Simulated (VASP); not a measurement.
# AlN (P1) in VASP: notebook, part 2 of 2

VASP 6.6.1.

## Step 3: Relaxation of cell and atoms, PBE

Contents of INCAR:

```
SYSTEM = AlN
PREC     = Accurate       ! precision mode
ENCUT    = 600            ! plane-wave cutoff, eV
EDIFF    = 1E-7           ! SCF threshold, eV
ISMEAR   = 0              ! smearing method
SIGMA    = 0.1            ! smearing width, eV
LREAL    = .False.        ! projectors in reciprocal space
LASPH    = .True.         ! aspherical terms in the spheres
NELM     = 80             ! most SCF steps
ALGO     = Normal         ! electronic algorithm
ISIF     = 3              ! what is computed and relaxed
LWAVE    = .False.        ! write WAVECAR
LCHARG   = .False.        ! write CHGCAR
GGA      = PE             ! functional
IBRION   = 2              ! ionic algorithm
NSW      = 90             ! ionic steps
EDIFFG   = -0.04          ! ionic threshold
```

Contents of KPOINTS:

```
regular mesh
0
Gamma
  6 6 6
  0 0 0
```

Contents of POSCAR:

```
AlN
1.0
    3.9006784900      0.0000000000      0.0000000000
    1.2612510000      3.6911432700      0.0000000000
    1.2612510000      0.9018833200      3.5792660000
Al N
3 3
Direct
    0.8662918400      0.8662918400      0.4531052000
    0.1337081600      0.5468948000      0.1337081600
    0.1337081600      0.1337081600      0.5468948000
    0.8662918400      0.4531052000      0.8662918400
    0.4531052000      0.8662918400      0.8662918400
    0.5468948000      0.1337081600      0.1337081600
```

Potentials or basis: VASP PAW PBE potentials, release 64 (Al, N).

On the command line:

```sh
$ cat potpaw_PBE.64/Al/POTCAR potpaw_PBE.64/N/POTCAR > POTCAR
$ mpirun -np 1 vasp_std > vasp.out
```

It took 55 min on 1 thread of Intel Xeon Platinum 8259CL at 2.50GHz (Skylake/Cascade Lake), shared host; peak memory 0.27 GiB.

It converged, with:

```yaml
Free_energy: -42.1573 eV
Relaxed_volume: 12.63 Å³/atom
Relaxed_cell: a = 3.365 Å, b = 5.521 Å, c = 4.648 Å, α = 67.90°, β = 89.03°, γ = 72.42°
Space_group_after_relaxing_to_0.1_Å: P1 (No. 1)
Energy_gained_by_relaxing: 3522.5 meV/atom
Ionic_steps: 68
Pressure_after_relaxing: 0.0 GPa
Largest_force_after_relaxing: 0.015 eV/Å
Band_gap_on_the_k_mesh: 2.73 eV (least direct gap 3.01 eV)
```

Forces in eV/Å, atoms in the order of the input:
```
Al   0.002  0.003  0.005
Al   0.012  0.003 -0.006
Al   0.001 -0.002 -0.003
N   -0.013 -0.002  0.008
N    0.007  0.003 -0.004
N   -0.009 -0.005  0.000
```

Stress tensor (GPa, compression positive):
```
 0.06 -0.08 -0.08
-0.08 -0.08 -0.08
-0.08 -0.08 -0.10
```

The path:
| step | energy change (eV) | largest force (eV/Å) | pressure (GPa) | volume (Å³) |
| --- | --- | --- | --- | --- |
| 1 | 0.0000 | 16.9862 | 113.15 | 51.53 |
| 3 | -11.1881 | 6.4616 | 8.25 | 76.22 |
| 5 | -11.2280 | 5.9727 | 11.05 | 74.06 |
| 7 | -12.2292 | 2.8141 | -5.73 | 81.66 |
| 9 | -13.7080 | 7.6473 | 13.21 | 79.07 |
| 11 | -15.3064 | 2.2467 | 4.20 | 81.11 |
| 13 | -16.3685 | 2.7338 | 3.57 | 84.38 |
| 15 | -17.4007 | 1.6541 | -2.84 | 89.15 |
| 17 | -17.6319 | 0.9972 | -0.01 | 87.88 |
| 19 | -17.7792 | 0.9667 | 3.01 | 86.22 |
| 21 | -18.0506 | 1.6035 | -3.45 | 85.71 |
| 23 | -18.2050 | 1.1246 | -2.78 | 85.12 |
| 25 | -18.4840 | 2.0940 | -5.49 | 81.40 |
| 27 | -18.9215 | 2.6457 | -2.34 | 71.75 |
| 29 | -18.9546 | 2.7703 | -3.81 | 73.66 |
| 31 | -19.3798 | 1.9118 | 1.40 | 69.87 |
| 33 | -19.8083 | 2.4293 | -2.61 | 69.10 |
| 35 | -20.3154 | 1.5673 | -1.83 | 67.54 |
| 37 | -20.3668 | 1.4502 | -1.16 | 67.13 |
| 39 | -20.3933 | 1.5137 | -0.37 | 66.72 |
| 41 | -20.6289 | 0.8421 | 2.31 | 66.23 |
| 43 | -20.6894 | 0.6559 | -0.40 | 67.44 |
| 45 | -20.8094 | 0.6067 | 0.48 | 68.68 |
| 47 | -20.8282 | 0.7493 | 0.87 | 69.31 |
| 49 | -20.9209 | 0.4796 | -0.66 | 71.15 |
| 51 | -20.9808 | 0.7086 | 1.88 | 71.66 |
| 53 | -21.0458 | 0.6137 | -0.73 | 74.11 |
| 55 | -21.0808 | 0.3702 | 0.16 | 74.41 |
| 57 | -21.0993 | 0.3462 | 0.28 | 74.75 |
| 59 | -21.1144 | 0.3305 | -0.20 | 75.30 |
| 61 | -21.1274 | 0.1682 | 0.46 | 75.49 |
| 63 | -21.1311 | 0.1209 | -0.43 | 75.91 |
| 65 | -21.1339 | 0.0816 | 0.08 | 75.78 |
| 67 | -21.1348 | 0.0476 | 0.00 | 75.80 |
| 68 | -21.1350 | 0.0151 | -0.04 | 75.81 |

Final structure:
```yaml
crystal:
  lattice:
    - [3.30046, 0.26820, -0.59869]
    - [1.26250, 5.37491, -0.00322]
    - [0.72616, 1.62841, 4.29202]
  atoms:
    - { symbol: Al, position: [0.75105, 0.83213, 0.62317] }
    - { symbol: Al, position: [0.43940, 0.44801, 0.93908] }
    - { symbol: Al, position: [0.05836, 0.21923, 0.54256] }
    - { symbol: N, position: [0.94228, 0.44992, 0.74466] }
    - { symbol: N, position: [0.24292, 0.83971, 0.80034] }
    - { symbol: N, position: [0.56599, 0.21100, 0.35018] }
```

Levels at points of the mesh, in eV from the valence-band top:
| k point | band 9 | band 10 | band 11 | band 12 | band 13 | band 14 | band 15 | band 16 |
| --- | --- | --- | --- | --- | --- | --- | --- | --- |
| (0.00, 0.00, 0.00) | -1.50 | -0.74 | -0.66 | -0.28 | 2.73 | 4.45 | 6.52 | 7.37 |
| (0.50, 0.00, 0.00) | -1.83 | -1.70 | -1.34 | -0.51 | 4.87 | 5.42 | 6.50 | 6.65 |
| (0.00, 0.50, 0.00) | -1.67 | -1.43 | -1.05 | -0.56 | 4.80 | 4.98 | 5.41 | 7.32 |
| (0.00, 0.00, 0.50) | -1.77 | -1.02 | -0.90 | -0.32 | 4.97 | 5.66 | 6.72 | 7.31 |
| (0.50, 0.50, 0.00) | -1.79 | -1.66 | -1.36 | -0.52 | 4.80 | 5.37 | 6.55 | 6.67 |
| (0.50, 0.00, 0.50) | -1.96 | -1.76 | -0.70 | -0.34 | 5.40 | 6.71 | 7.05 | 7.51 |
| (0.00, 0.50, 0.50) | -1.86 | -1.13 | -0.90 | -0.38 | 5.21 | 5.60 | 6.79 | 7.08 |
| (0.50, 0.50, 0.50) | -1.95 | -1.74 | -0.68 | -0.36 | 5.48 | 6.77 | 7.20 | 7.45 |

Caveat: the volume moved by over 15 % at a fixed basis, so the end points are rough. A k mesh can miss the band edges.

## Step 4: Single point, PBE, collinear spin, ferromagnetic start

Contents of INCAR:

```
PREC = Accurate
ENCUT = 520
EDIFF = 1E-6
ISMEAR = 0
SIGMA = 0.1
LREAL = F
LASPH = T
NELM = 150
ALGO = Normal
ISIF = 2
LWAVE = F
LCHARG = F
ISPIN = 2
MAGMOM = 0 0 0 1 1 1
LORBIT = 11
GGA = PE
NBANDS = 25
```

Contents of KPOINTS:

```
regular mesh
0
Gamma
  6 6 6
```

POSCAR is that of step 3.

Potentials or basis: VASP PAW PBE potentials, release 64 (Al, N).

On the command line:

```sh
$ cat potpaw_PBE.64/Al/POTCAR potpaw_PBE.64/N/POTCAR > POTCAR
$ mpirun -np 1 vasp_std > vasp.out
```

OUTCAR:

```text
PREC = Accurate
   ENCUT = 520
   EDIFF = 1E-6
   ISMEAR = 0
   LREAL = F
   LASPH = T
   NELM = 150
   ISIF = 2
   ISPIN = 2
   LORBIT = 11
   GGA = PE

 ion  position               nearest neighbor table
   1  0.866  0.866  0.453-   3 1.87   2 1.87   6 1.87   5 1.87   4 1.87   3 2.65   3 2.65   2 2.92
                             2 2.92   3 3.26
   2  0.134  0.547  0.134-   4 1.87   1 1.87   5 1.87   6 1.87   3 1.87   3 2.66   1 2.92   1 2.92
                             3 3.20   3 3.20
   3  0.134  0.134  0.547-   1 1.87   4 1.87   5 1.87   6 1.87   2 1.87   1 2.65   1 2.65   2 2.66
                             2 3.20   2 3.20   1 3.26
   4  0.866  0.453  0.866-   2 1.87   3 1.87   1 1.87
   5  0.453  0.866  0.866-   3 1.87   2 1.87   1 1.87
   6  0.547  0.134  0.134-   1 1.87   3 1.87   2 1.87

  LATTYP: Found a trigonal (rhomboedric) cell.
 ALAT       =     3.9006784954
 COS(alpha) =     0.3233414384

  Lattice vectors:

 A1 = (   3.9006784900,   0.0000000000,   0.0000000000)
 A2 = (   1.2612510000,   3.6911432700,   0.0000000000)
 A3 = (   1.2612510000,   0.9018833200,   3.5792660000)

Analysis of symmetry for initial positions (statically):
=====================================================================
 Subroutine PRICEL returns:
 Original cell was already a primitive cell.

 Routine SETGRP: Setting up the symmetry group for a
 trigonal (rhombohedral) supercell.

 Subroutine GETGRP returns: Found  1 space group operations
 (whereof  1 operations were pure point group operations)
 out of a pool of 12 trial point group operations.

The static configuration has the point symmetry C_1 .

Analysis of symmetry for dynamics (positions and initial velocities):
=====================================================================
 Subroutine PRICEL returns:
 Original cell was already a primitive cell.

 Routine SETGRP: Setting up the symmetry group for a
 trigonal (rhombohedral) supercell.

 Subroutine GETGRP returns: Found  1 space group operations
 (whereof  1 operations were pure point group operations)
 out of a pool of 12 trial point group operations.

The dynamic configuration has the point symmetry C_1 .

Analysis of structural, dynamic, and magnetic symmetry:
=====================================================================
 Subroutine PRICEL returns:
 Original cell was already a primitive cell.

 Routine SETGRP: Setting up the symmetry group for a
 trigonal (rhombohedral) supercell.

 Subroutine GETGRP returns: Found  1 space group operations
 (whereof  1 operations were pure point group operations)
 out of a pool of 12 trial point group operations.

The overall configuration has the point symmetry C_1 .

 Subroutine INISYM returns: Found  1 space group operations
 (whereof  1 operations are pure point group operations),
 and found     1 'primitive' translations

----------------------------------------------------------------------------------------

                                     Primitive cell

  volume of cell :      51.5341

  direct lattice vectors                    reciprocal lattice vectors
     3.900678490  0.000000000  0.000000000     0.256365656 -0.087599266 -0.068264589
     1.261251000  3.691143270  0.000000000     0.000000000  0.270918771 -0.068264589
[... 101 lines left out ...]
   POTIM  = 0.5000    time-step for ionic-motion
   TEBEG  =    0.0;   TEEND  =   0.0 temperature during run
   PSTRESS=    0.0 pullay stress
   NELECT =      24.0000    total number of electrons
   NUPDOWN=      -1.0000    fix difference up-down
   EMIN   =  10.00;   EMAX   =-10.00  energy-range for DOS
   EFERMI =   0.00;   METHOD = LEGACY
   ISMEAR =     0;   SIGMA  =   0.10  broadening in eV -4-tet -1-fermi 0-gaus
   EFERMI_NEDOS =   21; number of points for ismear=-14 and -15
   IALGO  =     38    algorithm
   IMIX   =      4    mixing-type and parameters
     AMIX     =   0.40;   BMIX     =  1.00
     AMIX_MAG =   1.60;   BMIX_MAG =  1.00
  volume/ion in A,a.u.               =       8.59        57.96
  Fermi-wavevector in a.u.,A,eV,Ry     =   1.268957  2.397981 21.908806  1.610252
  Thomas-Fermi vector in A             =   2.402024
   LORBIT       =     11    0 simple, 1 ext, 2 COOP (PROOUT), +10 PAW based schemes
   GGA     = PE    functional components
   LHFCALC =     F    Hartree Fock is set to
   AEXX    =    0.0000 exact exchange contribution
   IVDW    =     0    specifies the selected vdW correction
   LEPSILON=     F    determine dielectric tensor
   LRPA    =     F    only Hartree local field effects (RPA)
 spin polarized calculation
 Gauss-broadening in eV      SIGMA  =   0.10
  energy-cutoff  :      520.00
  volume of cell :       51.53
 maximum number of plane-waves:      1414
 NGX is ok and might be reduce to    30
   NGX = 15   NGY = 15   NGZ = 15

 number of electron      23.9999996 magnetization      -0.0000421

 number of electron      23.9999996 magnetization       0.0001658

 Free energy of the ion-electron system (eV)
  ---------------------------------------------------
  ext. energy  EPLUGINS =         0.00000000
  ---------------------------------------------------
  free energy    TOTEN  =       -21.01639901 eV

  energy without entropy =      -21.00350259  energy(sigma->0) =      -21.00995080

 E-fermi :  10.8254     XC(G=0): -11.9966

 val. band max:       10.8220842779   @ k =   0.5000   0.0000  -0.1667
 cond. band min:      10.8257120458   @ k =   0.3333   0.3333   0.5000
 fundamental gap:      0.0036277679
 Fermi energy:        10.8253512828

 spin component 1

 k-point     1 :       0.0000    0.0000    0.0000
  band No.  band energies     occupation
      1      -9.0809      1.00000
      2      -3.8817      1.00000
      3      -3.2353      1.00000
      4       2.1871      1.00000
      5       3.3498      1.00000
      6       3.9341      1.00000
[... 637 lines left out ...]
     23      23.4089      0.00000
     24      23.8366      0.00000

 [... further k-points ...]

 spin component 2

 k-point     1 :       0.0000    0.0000    0.0000
  band No.  band energies     occupation
      1      -9.0808      1.00000
      2      -3.8816      1.00000
      3      -3.2352      1.00000
      4       2.1871      1.00000
      5       3.3498      1.00000
      6       3.9341      1.00000
[... 637 lines left out ...]
     23      23.4090      0.00000
     24      23.8366      0.00000

 [... further k-points ...]

 [bands above 24 left out]

------------------------ aborting loop because EDIFF is reached ----------------------------------------

  FORCE on cell =-STRESS in cart. coord.  units (eV):
  Direction    XX          YY          ZZ          XY          YZ          ZX
  --------------------------------------------------------------------------------------
  -------------------------------------------------------------------------------------
  Total       27.8394773     40.0525509     41.4358423      6.9889817      1.4557219      0.8753145
  in kB      865.5190392   1245.2189779   1288.2249935    217.2848545     45.2578547     27.2132038
  external PRESSURE =    1132.9876702 kB  Pullay stress =       0.0000000 kB

 VOLUME and BASIS-vectors are now :
 -----------------------------------------------------------------------------
  energy-cutoff  :      520.00
  volume of cell :       51.53
      direct lattice vectors                 reciprocal lattice vectors
     3.900678490  0.000000000  0.000000000     0.256365656 -0.087599266 -0.068264589
     1.261251000  3.691143270  0.000000000     0.000000000  0.270918771 -0.068264589
     1.261251000  0.901883320  3.579266000     0.000000000  0.000000000  0.279386891

 POSITION                                       TOTAL-FORCE (eV/Angst)
 -----------------------------------------------------------------------------------
      5.04322      3.60626      1.62178       -10.798110      2.708635      4.153610
      1.37996      2.13926      0.47858         1.627516     -3.278912    -16.588657
      1.37996      0.98677      1.95748         9.429500      1.090810     10.967771
      5.04322      2.45377      3.10069         1.621902     -1.229906      0.591528
      3.95264      3.97890      3.10069        -1.537349      1.107260      0.858347
      2.47054      0.61413      0.47858        -0.343459     -0.397887      0.017401
 -----------------------------------------------------------------------------------
    total drift:                               -0.000182     -0.000235      0.000254

  FREE ENERGIE OF THE ION-ELECTRON SYSTEM (eV)
  ---------------------------------------------------
  free  energy   TOTEN  =       -21.0163990110 eV

  energy  without entropy=      -21.0035025862  energy(sigma->0) =      -21.00995080

 total charge

# of ion       s       p       d       tot
------------------------------------------
    1        0.536   0.646   0.000   1.182
    2        0.531   0.621   0.000   1.152
    3        0.538   0.643   0.000   1.181
    4        1.336   2.381   0.000   3.717
    5        1.328   2.404   0.000   3.732
    6        1.320   2.402   0.000   3.722
--------------------------------------------------
tot          5.590   9.097   0.000  14.687

 magnetization (x)

# of ion       s       p       d       tot
------------------------------------------
    1        0.000   0.000   0.000   0.000
    2        0.000   0.000   0.000   0.000
    3        0.000   0.000   0.000   0.000
    4        0.000   0.000   0.000   0.000
    5        0.000   0.000   0.000   0.000
    6        0.000   0.000   0.000   0.000
--------------------------------------------------
tot          0.000   0.000   0.000   0.000
```

It took 3.3 min on 1 thread of AMD EPYC 7R13 (Zen 3), shared host; peak memory 0.29 GiB.

Results:

| Item | Value |
| --- | --- |
| Free energy | -21.0164 eV |
| Pressure | 113.3 GPa |
| Largest force | 16.988 eV/Å |
| Band gap on the k mesh | zero (filled and empty bands overlap) |
| Net moment | 0.00 μB per cell |
| Valence electrons inside the program's atomic spheres | Al 1.18, 1.15 (each value once); N 3.72, 3.73 (each value once) |

Forces in eV/Å, atoms in the order of the input:
```
Al  -10.798   2.709   4.154
Al    1.628  -3.279 -16.589
Al    9.430   1.091  10.968
N     1.622  -1.230   0.592
N    -1.537   1.107   0.858
N    -0.343  -0.398   0.017
```

Caveat: the cell stands under pressure; forces of over 1 eV/Å act on the atoms, so gaps and moduli don't describe the material at rest.

## Step 5: Summary

```csv
task,spin,cell,cutoff (eV),gap on the mesh (eV),pressure (GPa),largest force (eV/Å)
single point,off,as given,520,none,113.3,16.99
relaxation of cell and atoms,off,relaxed,600,2.73,0.0,0.02
single point,"collinear, ferromagnetic start",as given,520,none,113.3,16.99
```

Alike in all rows: level PBE; potentials or basis VASP PAW PBE potentials, release 64 (Al, N); k mesh 6 × 6 × 6; smearing gaussian 0.1 eV.

Caveats: the cell stands under pressure (at least some runs); forces of over 1 eV/Å act on the atoms, so gaps and moduli don't describe the material at rest (at least some runs); the volume moved by over 15 % at a fixed basis, so the end points are rough (at least some runs).

Total energies depend on the potentials used, so only differences within one code and one set of settings carry meaning.
